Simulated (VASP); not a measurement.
# K2Ta2SbO4 (a cell with a defect) in VASP: settings compared

Aim: see how the results for K2Ta2SbO4 (a cell with a defect) move with the level of theory and the settings. Levels: PBEsol, RPBE. Tasks: single point.

Everything below comes from runs of VASP 6.6.1. Logs are shortened: lines on timing, memory, paths and dates and some standing lists are left out, and cuts for length are marked.

## 1. The cell of the first run

The cell holds a defect, 9 atoms: a = 7.971 Å, b = 3.985 Å, c = 3.985 Å, α = 90.00°, β = 90.00°, γ = 90.00°.

## 2. Single point, PBEsol, collinear spin

INCAR

```
ALGO     = Normal         # electronic algorithm
EDIFF    = 1E-6           # SCF threshold, eV
ENCUT    = 520            # plane-wave cutoff, eV
GGA      = PS             # functional
GGA_COMPAT= F            
ISIF     = 2              # what is computed and relaxed
ISMEAR   = -1             # smearing method
ISPIN    = 2              # spin polarisation
ISYM     = -1           
LASPH    = T              # aspherical terms in the spheres
LCHARG   = T              # write CHGCAR
LELF     = T              # ELF
LMAXMIX  = 4              # l up to which the mixer works
LORBIT   = 11             # projections on sites
LREAL    = F              # projectors in reciprocal space
LVHAR    = T            
LWAVE    = F              # write WAVECAR
MAGMOM   = 0 0 1 1 0 0 0 0 1 # initial moments
NBANDS   = 48             # bands
NELM     = 200            # most SCF steps
PREC     = Accurate       # precision mode
SIGMA    = 0.05           # smearing width, eV
```

KPOINTS

```
explicit points
1
Reciprocal
  0.25000000   0.25000000   0.25000000 1
```

POSCAR

```
K2Ta2SbO4
1.0
    7.9708780000      0.0000000000      0.0000000000
    0.0000000000      3.9854390000      0.0000000000
    0.0000000000      0.0000000000      3.9854390000
K Ta O Sb
2 2 4 1
Direct
    0.0006740000      0.0039730000      0.0025980000
    0.5006170000      0.9964650000      0.0070350000
    0.2517200000      0.4972190000      0.5006860000
    0.7493560000      0.5051750000      0.4987980000
    0.7498220000      0.5040820000      0.9964300000
    0.0007950000      0.5052920000      0.4987210000
    0.2520990000      0.0025140000      0.5001260000
    0.7537790000      0.9951470000      0.4962230000
    0.4990620000      0.4961400000      0.5004240000
```

Potentials or basis: VASP PAW PBE potentials, release 64 (K_sv, Ta_pv, O, Sb).

Started as:

```sh
cat potpaw_PBE.64/K_sv/POTCAR potpaw_PBE.64/Ta_pv/POTCAR potpaw_PBE.64/O/POTCAR potpaw_PBE.64/Sb/POTCAR > POTCAR
mpirun -np 1 vasp_std > vasp.out
```

OUTCAR:

```text
EDIFF = 1E-6
   ENCUT = 520
   GGA = PS
   ISIF = 2
   ISMEAR = -1
   ISPIN = 2
   ISYM = -1
   LASPH = T
   LORBIT = 11
   LREAL = F
   NELM = 200
   PREC = Accurate

 ion  position               nearest neighbor table
   1  0.001  0.004  0.003-   8 2.78   6 2.80   6 2.81   8 2.82   7 2.82   5 2.82   5 2.82   6 2.83
                             6 2.83   7 2.83   3 3.44   3 3.45   4 3.45   4 3.45   4 3.46   3 3.47
   2  0.501  0.996  0.007-   7 2.79   5 2.79   9 2.80   9 2.80   8 2.81   7 2.83   5 2.84   9 2.84
                             9 2.84   8 2.87   4 3.41   3 3.43   3 3.43   4 3.44   4 3.45   3 3.46
   3  0.252  0.497  0.501-   9 1.97   7 1.97   6 2.00   7 2.01   2 3.43   2 3.43   1 3.44   1 3.45
                             2 3.46   2 3.46   1 3.47   1 3.48
   4  0.749  0.505  0.499-   8 1.95   5 1.98   9 2.00   5 2.00   6 2.00   8 2.03   2 3.41   2 3.44
                             1 3.45   2 3.45   1 3.45   1 3.46   1 3.47   2 3.48
   5  0.750  0.504  0.996-   4 1.98   4 2.00   2 2.79   9 2.81   1 2.82   1 2.82   9 2.83   2 2.84

   6  0.001  0.505  0.499-   3 2.00   4 2.00   1 2.80   1 2.81   1 2.83   1 2.83
   7  0.252  0.003  0.500-   3 1.97   3 2.01   9 2.78   2 2.79   9 2.82   1 2.82   2 2.83   1 2.83

   8  0.754  0.995  0.496-   4 1.95   4 2.03   1 2.78   2 2.81   1 2.82   9 2.84   9 2.85   2 2.87

   9  0.499  0.496  0.500-   3 1.97   4 2.00   7 2.78   2 2.80   2 2.80   5 2.81   7 2.82   5 2.83
                             2 2.84   2 2.84   8 2.84   8 2.85

IMPORTANT INFORMATION: All symmetrisations will be switched off!
NOSYMM: (Re-)initialisation of all symmetry stuff for point group C_1.

----------------------------------------------------------------------------------------

                                     Primitive cell

  volume of cell :     126.6072

  direct lattice vectors                    reciprocal lattice vectors
     7.970878000  0.000000000  0.000000000     0.125456694  0.000000000  0.000000000
     0.000000000  3.985439000  0.000000000     0.000000000  0.250913387  0.000000000
     0.000000000  0.000000000  3.985439000     0.000000000  0.000000000  0.250913387

  length of vectors
     7.970878000  3.985439000  3.985439000     0.125456694  0.250913387  0.250913387

  position of ions in fractional coordinates (direct lattice)
     0.000674000  0.003973000  0.002598000
     0.500617000  0.996465000  0.007035000
     0.251720000  0.497219000  0.500686000
     0.749356000  0.505175000  0.498798000
     0.749822000  0.504082000  0.996430000
     0.000795000  0.505292000  0.498721000
     0.252099000  0.002514000  0.500126000
     0.753779000  0.995147000  0.496223000
     0.499062000  0.496140000  0.500424000

  ion indices of the primitive-cell ions
   primitive index   ion index
                 1           1
                 2           2
                 3           3
                 4           4
                 5           5
                 6           6
                 7           7
                 8           8
                 9           9

----------------------------------------------------------------------------------------

 KPOINTS: explicit points

Read explicit list of k-points.

 Found      1 k-points:

 Following reciprocal coordinates:
            Coordinates               Weight
  0.250000  0.250000  0.250000      1.000000
   k-points           NKPTS =      1   k-points in BZ     NKDIM =      1   number of bands    NBANDS=     48
   number of dos      NEDOS =    301   number of ions     NIONS =      9
   total plane-waves  NPLWV =  54000
   dimension x,y,z NGX =    60 NGY =   30 NGZ =   30
   dimension x,y,z NGXF=   120 NGYF=   60 NGZF=   60
   ions per type =               2   2   4   1
   NGX,Y,Z   is equivalent  to a cutoff of  12.51, 12.51, 12.51 a.u.
   NGXF,Y,Z  is equivalent  to a cutoff of  25.03, 25.03, 25.03 a.u.
 SYSTEM =  unknown system
   PREC   = accura    normal or accurate (medium, high low for compatibility)
   ISTART =      0    job   : 0-new  1-cont  2-samecut
   ICHARG =      2    charge: 1-file 2-atom 10-const
   ISPIN  =      2    spin polarized calculation?
   LNONCOLLINEAR =      F non collinear calculations
   LSORBIT =      F    spin-orbit coupling
   LASPH  =      T    aspherical Exc in radial PAW
   ENCUT  =  520.0 eV  38.22 Ry    6.18 a.u.  14.82  7.41  7.41*2*pi/ulx,y,z
   NELM   =    200;   NELMIN=  2; NELMDL= -5     # of ELM steps
   EDIFF  = 0.1E-05   stopping-criterion for ELM
   LREAL  =      F    real-space projection
   EDIFFG = 0.1E-04   stopping-criterion for IOM
   NSW    =      0    number of steps for IOM
   IBRION =     -1    ionic relax: 0-MD 1-quasi-New 2-CG
   NFREE  =      0    steps in history (QN), initial steepest desc. (CG)
   ISIF   =      2    stress and relaxation
   ISYM   =     -1    0-nonsym 1-usesym 2-fastsym
   POTIM  = 0.5000    time-step for ionic-motion
   TEBEG  =    0.0;   TEEND  =   0.0 temperature during run
   PSTRESS=    0.0 pullay stress
   NELECT =      69.0000    total number of electrons
   NUPDOWN=      -1.0000    fix difference up-down
   EMIN   =  10.00;   EMAX   =-10.00  energy-range for DOS
   EFERMI =   0.00;   METHOD = LEGACY
   ISMEAR =    -1;   SIGMA  =   0.05  broadening in eV -4-tet -1-fermi 0-gaus
   EFERMI_NEDOS =   21; number of points for ismear=-14 and -15
   IALGO  =     38    algorithm
   IMIX   =      4    mixing-type and parameters
     AMIX     =   0.40;   BMIX     =  1.00
     AMIX_MAG =   1.60;   BMIX_MAG =  1.00
  volume/ion in A,a.u.               =      14.07        94.93
  Fermi-wavevector in a.u.,A,eV,Ry     =   1.337227  2.526992 24.329600  1.788175
  Thomas-Fermi vector in A             =   2.465792
   LORBIT       =     11    0 simple, 1 ext, 2 COOP (PROOUT), +10 PAW based schemes
   GGA     = PS    functional components
   LHFCALC =     F    Hartree Fock is set to
   AEXX    =    0.0000 exact exchange contribution
   IVDW    =     0    specifies the selected vdW correction
   LEPSILON=     F    determine dielectric tensor
   LRPA    =     F    only Hartree local field effects (RPA)
 spin polarized calculation
  energy-cutoff  :      520.00
  volume of cell :      126.61
 maximum number of plane-waves:      3410
 NGX is ok and might be reduce to    60
   NGX = 29   NGY = 15   NGZ = 15

 number of electron      68.9999989 magnetization       0.9901128

 Free energy of the ion-electron system (eV)
  ---------------------------------------------------
  ext. energy  EPLUGINS =         0.00000000
  ---------------------------------------------------
  free energy    TOTEN  =       -52.77731232 eV

  energy without entropy =      -52.77388183  energy(sigma->0) =      -52.77559707

 E-fermi :   5.1441     XC(G=0): -11.2493

 val. band max:        4.8790485604   @ k =   0.2500   0.2500   0.2500
 cond. band min:       5.4049981984   @ k =   0.2500   0.2500   0.2500
 fundamental gap:      0.5259496379
 Fermi energy:         5.1441399461

 spin component 1

 k-point     1 :       0.2500    0.2500    0.2500
  band No.  band energies     occupation
      1     -30.7521      1.00000
      2     -30.3648      1.00000
      3     -30.1074      1.00000
      4     -29.9674      1.00000
      5     -29.8850      1.00000
      6     -29.6156      1.00000
[... 38 lines left out ...]
     45      11.8139      0.00000
     46      12.3084      0.00000
 Fermi energy:         5.1441399461

 spin component 2

 k-point     1 :       0.2500    0.2500    0.2500
  band No.  band energies     occupation
      1     -30.6281      1.00000
      2     -30.1245      1.00000
      3     -30.0671      1.00000
      4     -29.9347      1.00000
      5     -29.7629      1.00000
      6     -29.2648      1.00000
[... 38 lines left out ...]
     45      11.8982      0.00000
     46      12.3949      0.00000
 [bands above 46 left out]

------------------------ aborting loop because EDIFF is reached ----------------------------------------

  FORCE on cell =-STRESS in cart. coord.  units (eV):
  Direction    XX          YY          ZZ          XY          YZ          ZX
  --------------------------------------------------------------------------------------
  -------------------------------------------------------------------------------------
  Total      121.6143230     14.1000159     10.8656556     -0.1181981     -6.3150718     -0.7811031
  in kB     1538.9936015    178.4315678    137.5016865     -1.4957627    -79.9153816     -9.8846305
  external PRESSURE =     618.3089519 kB  Pullay stress =       0.0000000 kB

 VOLUME and BASIS-vectors are now :
 -----------------------------------------------------------------------------
  energy-cutoff  :      520.00
  volume of cell :      126.61
      direct lattice vectors                 reciprocal lattice vectors
     7.970878000  0.000000000  0.000000000     0.125456694  0.000000000  0.000000000
     0.000000000  3.985439000  0.000000000     0.000000000  0.250913387  0.000000000
     0.000000000  0.000000000  3.985439000     0.000000000  0.000000000  0.250913387

 POSITION                                       TOTAL-FORCE (eV/Angst)
 -----------------------------------------------------------------------------------
      0.00537      0.01583      0.01035        -0.321147     -0.001142     -0.058754
      3.99036      3.97135      0.02804         0.402377      0.103674     -0.326965
      2.00643      1.98164      1.99545       -27.418456      0.077942     -0.300900
      5.97303      2.01334      1.98793        26.874593      0.326844     -1.040522
      5.97674      2.00899      3.97121         0.091253     -0.103512      0.572721
      0.00634      2.01381      1.98762         1.053807     -0.181776      0.402024
      2.00945      0.01002      1.99322        -0.935277     -0.150036     -0.026701
      6.00828      3.96610      1.97767         0.441743      0.437444     -0.046632
      3.97796      1.97734      1.99441        -0.188893     -0.509438      0.825729
 -----------------------------------------------------------------------------------
    total drift:                                0.001612      0.000153     -0.000857

  FREE ENERGIE OF THE ION-ELECTRON SYSTEM (eV)
  ---------------------------------------------------
  free  energy   TOTEN  =       -52.7773123200 eV

  energy  without entropy=      -52.7738818273  energy(sigma->0) =      -52.77559707

 total charge

# of ion       s       p       d       tot
------------------------------------------
    1        1.962   5.583   0.051   7.595
    2        1.982   5.609   0.132   7.722
    3        0.452   6.291   2.612   9.356
    4        0.431   6.396   2.592   9.419
    5        1.569   3.476   0.000   5.045
    6        1.573   3.453   0.000   5.026
    7        1.573   3.454   0.000   5.026
    8        1.568   3.486   0.000   5.054
    9        1.323   2.083   0.106   3.512
--------------------------------------------------
tot         12.433  39.830   5.492  57.755

 magnetization (x)

# of ion       s       p       d       tot
------------------------------------------
    1        0.001   0.003   0.003   0.007
    2       -0.000  -0.000  -0.000  -0.001
    3        0.017   0.041   0.382   0.439
    4        0.010   0.024   0.065   0.099
    5       -0.000  -0.000   0.000  -0.000
    6        0.004   0.073   0.000   0.077
    7       -0.000  -0.010   0.000  -0.010
    8       -0.000  -0.005   0.000  -0.006
    9        0.011   0.153   0.006   0.170
--------------------------------------------------
tot          0.042   0.278   0.456   0.775
```

It took 40 s on 1 thread of Intel Xeon Platinum 8488C (Sapphire Rapids), shared host; peak memory 0.26 GiB.

What came out:

```yaml
Free_energy: -52.7773 eV
Pressure: 61.8 GPa
Largest_force: 27.420 eV/Å
Net_moment: 0.99 μB per cell
Site_moments: K +0.01, -0.00; Ta +0.44, +0.10; O -0.00, +0.08, -0.01 (each value once); Sb +0.17 μB
Valence_electrons_inside_the_program's_atomic_spheres: K 7.59, 7.72; Ta 9.36, 9.42; O 5.04, 5.03, 5.05 (each value once); Sb 3.51
```

Forces on the atoms (eV/Å):
```
K    -0.321  -0.001  -0.059
K     0.402   0.104  -0.327
Ta  -27.418   0.078  -0.301
Ta   26.875   0.327  -1.041
O     0.091  -0.104   0.573
O     1.054  -0.182   0.402
O    -0.935  -0.150  -0.027
O     0.442   0.437  -0.047
Sb   -0.189  -0.509   0.826
```

Stress tensor (GPa, compression positive):
```
153.90  -0.15  -0.99
 -0.15  17.84  -7.99
 -0.99  -7.99  13.75
```

Levels at points of the mesh, in eV from the Fermi level:
Spin up:
| k point | band 33 | band 34 | band 35 | band 36 | band 37 | band 38 |
| --- | --- | --- | --- | --- | --- | --- |
| (0.25, 0.25, 0.25) | -0.99 | -0.82 | -0.27 | 1.28 | 1.69 | 1.88 |
Spin down:
| k point | band 31 | band 32 | band 33 | band 34 | band 35 | band 36 | band 37 | band 38 |
| --- | --- | --- | --- | --- | --- | --- | --- | --- |
| (0.25, 0.25, 0.25) | -2.70 | -2.16 | -0.87 | -0.39 | 0.26 | 1.42 | 1.93 | 2.03 |

Caveat: atoms lie so close that the PAW spheres overlap strongly, which falsifies energies and pressures; the PAW data sets were made with another functional, which shifts forces and pressure a little; spin-orbit coupling is left out, which moves the levels of the heavy elements.

## 3. Single point, RPBE, collinear spin

INCAR

```
ALGO = Normal
EDIFF = 1E-6
ENCUT = 520
GGA = RP
GGA_COMPAT = F
ISIF = 2
ISMEAR = -1
ISPIN = 2
ISYM = -1
LASPH = T
LCHARG = T
LELF = T
LMAXMIX = 4
LORBIT = 11
LREAL = F
LVHAR = T
LWAVE = F
MAGMOM = 0 0 1 1 0 0 0 0 1
NBANDS = 48
NELM = 200
PREC = Accurate
SIGMA = 0.05
```

KPOINTS is that of step 2.

POSCAR is that of step 2.

Potentials or basis: VASP PAW PBE potentials, release 64 (K_sv, Ta_pv, O, Sb).

Started as:

```sh
cat potpaw_PBE.64/K_sv/POTCAR potpaw_PBE.64/Ta_pv/POTCAR potpaw_PBE.64/O/POTCAR potpaw_PBE.64/Sb/POTCAR > POTCAR
mpirun -np 1 vasp_std > vasp.out
```

It took 51 s on 1 thread of Intel Xeon Platinum 8488C (Sapphire Rapids), shared host; peak memory 0.25 GiB.

Results (log left out):

* Free energy: -44.3659 eV
* Pressure: 72.3 GPa
* Largest force: 27.744 eV/Å
* Net moment: 1.00 μB per cell
* Site moments: K +0.01, -0.00; Ta +0.46, +0.09; O -0.00, +0.07, -0.01 (each value once); Sb +0.16 μB
* Valence electrons inside the program's atomic spheres: K 7.66, 7.78; Ta 9.35, 9.41; O 5.08, 5.07, 5.09 (each value once); Sb 3.54

Forces in eV/Å, atoms in the order of the input:
```
K    -0.226  -0.002  -0.068
K     0.332   0.108  -0.347
Ta  -27.743   0.100  -0.302
Ta   27.210   0.306  -1.034
O     0.132  -0.118   0.570
O     1.110  -0.182   0.404
O    -1.022  -0.177  -0.023
O     0.494   0.482  -0.037
Sb   -0.287  -0.518   0.838
```

Stress tensor (GPa, compression positive):
```
166.45  -0.19  -0.97
 -0.19  28.45  -7.87
 -0.97  -7.87  22.11
```

Levels at points of the mesh, in eV from the Fermi level:
Spin up:
```
           k point  band 32  band 33  band 34  band 35  band 36  band 37  band 38  band 39
(0.25, 0.25, 0.25)    -2.36    -1.07    -0.92    -0.32     1.26     1.68     1.89     2.80
```
Spin down:
```
           k point  band 31  band 32  band 33  band 34  band 35  band 36  band 37  band 38
(0.25, 0.25, 0.25)    -2.73    -2.22    -0.91    -0.40     0.31     1.42     1.96     2.05
```

Caveat: atoms lie so close that the PAW spheres overlap strongly, which falsifies energies and pressures; the PAW data sets were made with another functional, which shifts forces and pressure a little; spin-orbit coupling is left out, which moves the levels of the heavy elements.
